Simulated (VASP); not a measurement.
Write the native input for VASP 6.6.1 that does the following.

```
Task                   : relaxation of cell and atoms
Functional             : PBE
Potentials or basis    : VASP PAW PBE potentials, release 64 (Cd, O)
Cutoff                 : 600 eV
k mesh                 : 4 × 4 × 4
Occupations            : gaussian, width 0.2 eV
Spin                   : no spin polarisation
Dipole correction      : no
Further INCAR settings : ALGO = Normal; EDIFF = 1e-06; IBRION = 2; EDIFFG = -0.08; NSW = 36; ISIF = 3
```

The structure of Cd5O2 lies in POSCAR:

```
Cd5O2
1.0
    2.2798747900      1.3162863200      7.3777258600
   -2.2798747900      1.3162863200      7.3777258600
    0.0000000000     -2.6325726500      7.3777258600
Cd O
5 2
Direct
    0.6229810100      0.6229810100      0.6229810100
    0.1265240000      0.1265240000      0.1265240000
    0.3770189900      0.3770189900      0.3770189900
    0.8734760000      0.8734760000      0.8734760000
    0.0000000000      0.0000000000      0.0000000000
    0.2483980100      0.2483980100      0.2483980100
    0.7516019900      0.7516019900      0.7516019900
```

The cell was built from a structure type or drawn by symmetry, and may not be a known phase.

These files were run (other wordings do the same):

INCAR

```
SYSTEM = Cd5O2
  PREC = Accurate
  ENCUT = 600
  EDIFF = 1E-6
  ISMEAR = 0
  SIGMA = 0.2
  LREAL = .False.
  LASPH = .True.
  NELM = 100
  ALGO = Normal
  ISIF = 3
  LWAVE = .False.
  LCHARG = .False.
  GGA = PE
  IBRION = 2
  NSW = 36
  EDIFFG = -0.08
```

KPOINTS

```
Automatic mesh
0
Gamma
  4 4 4
  0 0 0
```

Potentials or basis: VASP PAW PBE potentials, release 64 (Cd, O).

Command:

```sh
$ cat potpaw_PBE.64/Cd/POTCAR potpaw_PBE.64/O/POTCAR > POTCAR
$ mpirun -np 1 vasp_std > vasp.out
```

It gave:

* Relaxed volume: 19.87 Å³/atom
* Relaxed cell: a = 10.455 Å, b = 10.455 Å, c = 10.455 Å, α = 21.88°, β = 21.88°, γ = 21.88°
* Space group after relaxing (to 0.1 Å): R-3m (No. 166)
* Energy gained by relaxing: 405.2 meV/atom
* Ionic steps: 27
* Pressure after relaxing: -0.1 GPa
* Largest force after relaxing: 0.050 eV/Å
* Band gap on the k mesh: zero (bands 36 and 37 overlap by 0.63 eV)

Caveat: the k points lie up to 0.46 Å⁻¹ apart in the final cell, too coarse for converged energies and pressures of a metal; semilocal functionals underestimate gaps, so a narrow gap can read as zero; a cell axis changed by over 15 % at a fixed basis, so the end point is rough; the relaxation stopped at a loose force limit of 0.08 eV/Å, so its end isn't a converged minimum.

Run time: 47 min on 1 thread of Intel(R) Xeon(R) 6975P-C (Granite Rapids) (shared host), peak memory 0.65 GiB.
